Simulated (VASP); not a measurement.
A run of VASP 6.6.1 is set up as follows.

Contents of INCAR:

```
PREC     = Accurate       # precision mode
ENCUT    = 520            # plane-wave cutoff, eV
EDIFF    = 1E-8           # SCF threshold, eV
ISMEAR   = 0              # smearing method
SIGMA    = 0.01           # smearing width, eV
LREAL    = F              # projectors in reciprocal space
LASPH    = T              # aspherical terms in the spheres
NELM     = 100            # most SCF steps
ALGO     = Normal         # electronic algorithm
ISIF     = 2              # what is computed and relaxed
LWAVE    = F              # write WAVECAR
LCHARG   = F              # write CHGCAR
IBRION   = 8              # ionic algorithm
NSW      = 1              # ionic steps
LEPSILON = T              # dielectric tensor by DFPT
```

KPOINTS

```
Automatic mesh
0
Gamma
  9 9 4
```

File POSCAR:

```
CdS
1.0
    4.0737263950      0.0000000000      0.0000000000
   -2.0368631975      3.5279505462      0.0000000000
    0.0000000000      0.0000000000      6.6388628624
Cd S
2 2
Direct
    0.6666666667      0.3333333333      0.5004620085
    0.3333333333      0.6666666667      0.0004620085
    0.6666666667      0.3333333333      0.8765379915
    0.3333333333      0.6666666667      0.3765379915
```

Potentials or basis: VASP PAW LDA potentials, release 64 (Cd, S).

Command:

```sh
$ cat potpaw_LDA.64/Cd/POTCAR potpaw_LDA.64/S/POTCAR > POTCAR
$ mpirun -np 1 vasp_std > vasp.out
```

Question: What does it give for the electronic dielectric tensor (diagonal)?

Answer: 6.67, 6.67, 6.83.

Question: What does it give for the Born charges (mean of the diagonal)?

Answer: Cd +2.11; S -2.11 e.

Question: Predict the highest phonon frequency at Γ, LO-TO splitting left out.

Answer: 310 cm⁻¹.

Electronic dielectric tensor:
```
6.67 0.00 0.00
0.00 6.67 0.00
0.00 0.00 6.83
```
